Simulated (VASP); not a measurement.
# Sr2C (Fm-3m) in VASP: a series of runs, part 2 of 2

VASP 6.6.1. Earlier steps stand in the parts before.

## Step 4: Relaxation of cell and atoms, PBE

This run uses another cell than the first one, of 19.51 Å³/atom.

File INCAR:

```
PREC = Accurate
ENCUT = 600
EDIFF = 1E-6
ISMEAR = -1
SIGMA = 0.02
LREAL = False
LASPH = True
NELM = 60
ALGO = Normal
ISIF = 3
LWAVE = False
LCHARG = False
GGA = PE
IBRION = 2
NSW = 80
EDIFFG = -0.005
```

File KPOINTS:

```
Automatic mesh
0
Gamma
  6 6 6
```

File POSCAR:

```
Sr2C
1.0
    0.0000000000      3.0814800447      3.0814800447
    3.0814800447      0.0000000000      3.0814800447
    3.0814800447      3.0814800447      0.0000000000
C Sr
1 2
Direct
    0.0000000000      0.0000000000      0.0000000000
    0.2500000000      0.2500000000      0.2500000000
    0.7500000000      0.7500000000      0.7500000000
```

Started as:

```
cat potpaw_PBE.64/C/POTCAR potpaw_PBE.64/Sr_sv/POTCAR > POTCAR
mpirun -np 1 vasp_std > vasp.out
```

It took 69 s on 1 thread of AMD EPYC 9R14 (Zen 4), shared host; peak memory 0.19 GiB.

The run converged. Its results:

```yaml
Free_energy: -10.6230 eV
Relaxed_volume: 25.70 Å³/atom
Relaxed_cell: a = 4.777 Å, b = 4.777 Å, c = 4.777 Å, α = 60.00°, β = 60.00°, γ = 60.00°
Space_group_after_relaxing_to_0.1_Å: Fm-3m (No. 225)
Energy_gained_by_relaxing: 262.7 meV/atom
Ionic_steps: 5
Pressure_after_relaxing: 0.0 GPa
Band_gap_on_the_k_mesh: zero (bands 12 and 13 overlap by 0.14 eV)
```

Step by step:
```
step  energy change (eV)  largest force (eV/Å)  pressure (GPa)  volume (Å³)
   1              0.0000                0.0000           17.18        58.52
   2             -0.7868                0.0000           -0.43        78.09
   3             -0.7882                0.0000            0.03        76.96
   4             -0.7881                0.0000           -0.15        77.37
   5             -0.7882                0.0000           -0.02        77.10
```

Final structure:
```
C Sr
1.0
     0.00000    3.37809    3.37809
     3.37809    0.00000    3.37809
     3.37809    3.37809    0.00000
C Sr
1 2
Direct
  0.00000 0.00000 0.00000
  0.25000 0.25000 0.25000
  0.75000 0.75000 0.75000
```

Levels at points of the mesh, in eV from the Fermi level:
```csv
k point,band 8,band 9,band 10,band 11,band 12,band 13,band 14,band 15,band 16
"(0.00, 0.00, 0.00)",-17.02,-8.22,-1.36,-1.36,-1.36,-0.13,1.31,1.31,5.08
"(0.50, 0.00, 0.00)",-17.35,-7.72,-1.63,-0.56,-0.56,1.98,2.68,2.68,3.49
"(0.50, 0.50, 0.00)",-16.85,-7.65,-2.00,-0.06,0.01,0.01,2.05,2.25,4.62
```

Caveat: the volume moved by over 15 % at a fixed basis, so the end points are rough.

## Step 5: Relaxation of cell and atoms, PBEsol

This run uses another cell than the first one, of 25.52 Å³/atom.

File INCAR:

```
SYSTEM = Sr2C
PREC = Accurate
ENCUT = 600
EDIFF = 1E-6
ISMEAR = -1
SIGMA = 0.02
LREAL = .False.
LASPH = .True.
NELM = 100
ALGO = Normal
ISIF = 3
LWAVE = .False.
LCHARG = .False.
GGA = PS
IBRION = 2
NSW = 80
EDIFFG = -0.005
```

File KPOINTS:

```
regular mesh
0
Gamma
  6 6 6
  0 0 0
```

File POSCAR:

```
Sr2C
1.0
    0.0000000000      3.3700854238      3.3700854238
    3.3700854238      0.0000000000      3.3700854238
    3.3700854238      3.3700854238      0.0000000000
C Sr
1 2
Direct
    0.0000000000      0.0000000000      0.0000000000
    0.2500000000      0.2500000000      0.2500000000
    0.7500000000      0.7500000000      0.7500000000
```

Started as:

```
cat potpaw_PBE.64/C/POTCAR potpaw_PBE.64/Sr_sv/POTCAR > POTCAR
mpirun -np 1 vasp_std > vasp.out
```

It took 60 s on 1 thread of AMD EPYC 9R14 (Zen 4), shared host; peak memory 0.21 GiB.

Results (log left out):

| Property | Result |
| --- | --- |
| Free energy | -11.5746 eV |
| Relaxed volume | 24.31 Å³/atom |
| Relaxed cell | a = 4.689 Å, b = 4.689 Å, c = 4.689 Å, α = 60.00°, β = 60.00°, γ = 60.00° |
| Space group after relaxing (to 0.1 Å) | Fm-3m (No. 225) |
| Energy gained by relaxing | 7.0 meV/atom |
| Ionic steps | 3 |
| Pressure after relaxing | 0.0 GPa |
| Band gap on the k mesh | zero (bands 12 and 13 overlap by 0.03 eV) |

Step by step:
```csv
step,energy change (eV),largest force (eV/Å),pressure (GPa),volume (Å³)
1,0.0000,0.0000,-1.75,76.55
2,-0.0204,0.0000,-0.32,73.50
3,-0.0211,0.0000,-0.01,72.92
```

Final structure:
```xyz
3
Lattice="0.0000 3.3159 3.3159 3.3159 0.0000 3.3159 3.3159 3.3159 0.0000" Properties=species:S:1:pos:R:3 pbc="T T T"
C     0.0000    0.0000    0.0000
Sr    1.6579    1.6579    1.6579
Sr    4.9738    4.9738    4.9738
```

Levels at points of the mesh, in eV from the Fermi level:
| k point | band 8 | band 9 | band 10 | band 11 | band 12 | band 13 | band 14 | band 15 | band 16 |
| --- | --- | --- | --- | --- | --- | --- | --- | --- | --- |
| (0.00, 0.00, 0.00) | -16.77 | -8.30 | -1.53 | -1.53 | -1.53 | -0.02 | 1.21 | 1.21 | 5.29 |
| (0.50, 0.00, 0.00) | -17.17 | -7.72 | -1.65 | -0.63 | -0.63 | 1.99 | 2.72 | 2.72 | 3.75 |
| (0.50, 0.50, 0.00) | -16.56 | -7.66 | -2.10 | -0.10 | 0.01 | 0.01 | 2.06 | 2.20 | 4.78 |

Caveat: the PAW data sets were made with another functional, which shifts forces and pressure a little.

## Step 6: Overview

| task | level | cell | cutoff (eV) | gap on the mesh (eV) | pressure (GPa) | relaxed volume (Å³/atom) |
| --- | --- | --- | --- | --- | --- | --- |
| single point | r2SCAN | a = 4.752 Å, angles 60.0°, 3 atoms | 520 | 0.06 | 0.2 | - |
| relaxation of cell and atoms | PBE | relaxed from a = 4.358 Å, angles 60.0°, 3 atoms | 600 | none | 0.0 | 25.70 |
| relaxation of cell and atoms | PBEsol | relaxed from a = 4.766 Å, angles 60.0°, 3 atoms | 600 | none | 0.0 | 24.31 |

Alike in all rows: potentials or basis VASP PAW PBE potentials, release 64 (C, Sr_sv); no spin polarisation; k mesh 6 × 6 × 6; smearing fermi-dirac 0.02 eV.

Caveats: the PAW data sets were made with another functional, which shifts forces and pressure a little (at least some runs); the volume moved by over 15 % at a fixed basis, so the end points are rough (at least some runs).

Total energies depend on the potentials used, so only differences within one code and one set of settings carry meaning.
